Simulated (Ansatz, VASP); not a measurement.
This is a calculation of CdS for Ansatz 0.2.0.

Contents of input.yaml:

```yaml
crystal:
  lattice:
    - [0.0, 2.9165, 2.9165]
    - [2.9165, 0.0, 2.9165]
    - [2.9165, 2.9165, 0.0]
  atoms:
    - { symbol: Cd, position: [0.0, 0.0, 0.0] }
    - { symbol: S, position: [0.75, 0.75, 0.75] }
hamiltonian:
  xc: pbe
  pseudopotentials: { kind: paw }
  dispersion: d3bj
kpoints:
  mp_grid: { grid: [8, 8, 8] }
scf:
  occupations: { method: fermi_dirac, width: 0.05 }
output:
  forces: true
  stress: true
relax:
  f_tol: 0.01
  max_steps: 40
  cell: { stress_tol: 0.05 }
```

Potentials or basis: Ansatz PAW.

Command:

```console
$ ansatz run input.yaml --threads 2 --pin off --max-ram 5632MiB --backend cpu --events-out ev --progress --plain --runs-dir out
```

Translate it to VASP 6.6.1. Potentials there: VASP PAW PBE potentials, release 64 (Cd, S).

As run (the cutoff follows the program's own potentials):

File INCAR:

```
SYSTEM = CdS
ALGO = Normal
EDIFF = 1E-6
EDIFFG = -0.01
ENCUT = 600
GGA = PE
IBRION = 2
ISIF = 3
ISMEAR = -1
IVDW = 12
LASPH = .True.
LCHARG = .False.
LREAL = .False.
LWAVE = .False.
NELM = 100
NSW = 60
PREC = Accurate
SIGMA = 0.05
```

The input KPOINTS:

```
k-points
0
Gamma
  8 8 8
  0 0 0
```

The input POSCAR:

```
CdS
1.0
    0.0000000000      2.9165000000      2.9165000000
    2.9165000000      0.0000000000      2.9165000000
    2.9165000000      2.9165000000      0.0000000000
Cd S
1 1
Direct
    0.0000000000      0.0000000000      0.0000000000
    0.7500000000      0.7500000000      0.7500000000
```

Potentials or basis: VASP PAW PBE potentials, release 64 (Cd, S).

Command:

```console
$ cat potpaw_PBE.64/Cd/POTCAR potpaw_PBE.64/S/POTCAR > POTCAR
$ mpirun -np 1 vasp_std > vasp.out
```

Both were run:

|  | VASP | Ansatz | Ansatz less VASP |
| --- | --- | --- | --- |
| relaxed volume (Å³/atom) | 25.19 | 25.05 | -0.139 |
| relaxed cell length with the largest relative difference (Å) | 4.146 | 4.138 | -0.0077 |

VASP's potentials hold 18 valence electrons a cell and Ansatz's 26, so a difference there can come from the potentials and not from the codes.

Noted on Ansatz's run: the plane-wave basis is chosen anew once the cell has moved, so the energies of steps on either side of that aren't comparable.
